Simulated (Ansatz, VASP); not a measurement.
NaScTe2 in VASP and in Ansatz

```
Na Sc Te
1.0
     3.28718   -3.30082    0.00000
     3.28718    3.30082    0.00000
     0.00000    0.00000   10.05305
Na Sc Te
1 1 2
Direct
  0.00000 0.00000 0.00000
  0.50000 0.50000 0.00000
  0.50000 0.50000 0.25987
  0.50000 0.50000 0.74013
```

Alike in both runs: functional PBE; k mesh 4 × 4 × 2; occupations gaussian, width 0.1 eV; no spin polarisation.

Ansatz relaxed the structure, and its values are those at the end. VASP's run is a single point on that final structure, the one shown.

|  | VASP | Ansatz |
| --- | --- | --- |
| version | VASP 6.6.1 | Ansatz 0.2.0 |
| potentials or method | VASP PAW PBE potentials, release 64 (Na_pv, Sc_sv, Te), cutoff 520 eV | scalar-relativistic, plane waves, PAW |
| valence electrons in the cell | 30 | 52 |

VASP gave:

- gap on the k mesh at the Fermi level (eV): none
- pressure (GPa): 0.1
- rms of the force components (eV/Å): 0.008

Question: Estimate Ansatz's values.

Answer: gap on the k mesh at the Fermi level (eV): none; pressure (GPa): 0.0; rms of the force components (eV/Å): 0.001.

A gap of «none» marks a metal or a gap that the smearing closes. VASP's potentials hold 30 valence electrons a cell and Ansatz's 52, so a difference there can come from the potentials and not from the codes.

Spin-orbit coupling is off throughout.
